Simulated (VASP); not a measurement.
Runs of VASP 6.6.1 on C. The structure is that of space group R-3m (No. 166), or close to it. The cells are those of the table. 

| cell | gap on the mesh (eV) | pressure (GPa) | largest force (eV/Å) |
| --- | --- | --- | --- |
| a = 3.356 Å, angles 45.5°, 2 atoms | 0.93 | -41.4 | 0.67 |
| a = 3.822 Å, angles 36.3°, 2 atoms | 0.52 | 24.9 | 0.94 |
| a = 4.193 Å, angles 31.1°, 2 atoms | 0.22 | 85.1 | 0.89 |
| a = 3.729 Å, angles 37.8°, 2 atoms | (b) | 10.6 | (a) |
| a = 3.264 Å, angles 47.8°, 2 atoms | 0.51 | -52.3 | 0.53 |

Alike in all rows: task single point; level LDA; potentials or basis VASP PAW LDA potentials, release 64 (C); no spin polarisation; k mesh 12 × 12 × 12; cutoff (eV) 520; smearing gaussian 0.05 eV.

**Question.** Fill in the values left out.

**Answer.** (a) 0.93; (b) 0.63.

A k mesh can miss the band edges.
